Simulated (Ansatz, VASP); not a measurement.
## LiBr: VASP beside Ansatz

INCAR

```
SYSTEM = LiBr
PREC     = Accurate       ! precision mode
ENCUT    = 750            ! plane-wave cutoff, eV
EDIFF    = 1E-6           ! SCF threshold, eV
ISMEAR   = 0              ! smearing method
SIGMA    = 0.01           ! smearing width, eV
LREAL    = .False.        ! projectors in reciprocal space
LASPH    = .True.         ! aspherical terms in the spheres
NELM     = 200            ! most SCF steps
ALGO     = Normal         ! electronic algorithm
ISIF     = 2              ! what is computed and relaxed
LWAVE    = .False.        ! write WAVECAR
LCHARG   = .False.        ! write CHGCAR
MAGMOM   = 0 0 0 0 0 0    ! initial moments
LORBIT   = 11             ! projections on sites
LSORBIT  = .True.         ! spin-orbit coupling
GGA_COMPAT= .False.      
LORBMOM  = .True.       
GGA      = PS             ! functional
NBANDS   = 22             ! bands
```

File KPOINTS:

```
regular mesh
0
Gamma
  8 8 8
  0 0 0
```

Contents of POSCAR:

```
LiBr
1.0
    2.7819336877      2.7819336877      0.0000000000
   -2.7819336877      2.7819336877      0.0000000000
    0.0000000000      2.7819336877      2.7819336877
Li Br
1 1
Direct
    0.0000000000      0.0000000000      0.0000000000
    0.5000000000      0.5000000000      0.0000000000
```

Input for Ansatz:

```yaml
crystal:
  lattice:
    - [2.78193368769, 2.78193368769, 0.0]
    - [-2.78193368769, 2.78193368769, 0.0]
    - [0.0, 2.78193368769, 2.78193368769]
  atoms:
    - { symbol: Li, position: [0.0, 0.0, 0.0] }
    - { symbol: Br, position: [0.5, 0.5, 0.0] }
kpoints:
  mp_grid: { grid: [8, 8, 8] }
scf:
  occupations: { method: fixed }
  convergence: { dr2_threshold: 1.0e-10 }
hamiltonian:
  xc: pbesol
  pseudopotentials: { kind: all_electron, lapw: { basis_error: 0.0005 } }
magnetization:
  noncollinear: true
  spin_orbit: true
output:
  forces: true
  stress: true
  eigenstates:
    kpoints:
      - [0.0, 0.0, 0.0]
      - [0.5, 0.0, 0.0]
      - [0.0, 0.5, 0.5]
      - [0.0, -0.5, 0.0]
      - [0.5, 0.0, 0.5]
      - [-0.5, -0.5, -0.5]
      - [-0.5, 0.5, 0.0]
      - [0.0, 0.0, -0.5]
  eigenvalues: true
```

Alike in both runs: task single point; functional PBEsol; k mesh 8 × 8 × 8; non-collinear spin, spin-orbit coupling.

```csv
,VASP,Ansatz
version,VASP 6.6.1,Ansatz 0.2.0
potentials or method,"VASP PAW PBE potentials, release 64 (Li_sv, Br), cutoff 750 eV",all-electron LAPW
occupations,"gaussian, width 0.01 eV",fixed
```

```tsv
	VASP	Ansatz	Ansatz less VASP
pressure (GPa)	-2.0	-2.0	+0.02
net moment per atom (μB)	0.00	0.00	0.000
```

VASP's potentials were made for PBE, not for PBEsol. Ansatz ran all-electron here, and VASP with PAW potentials.
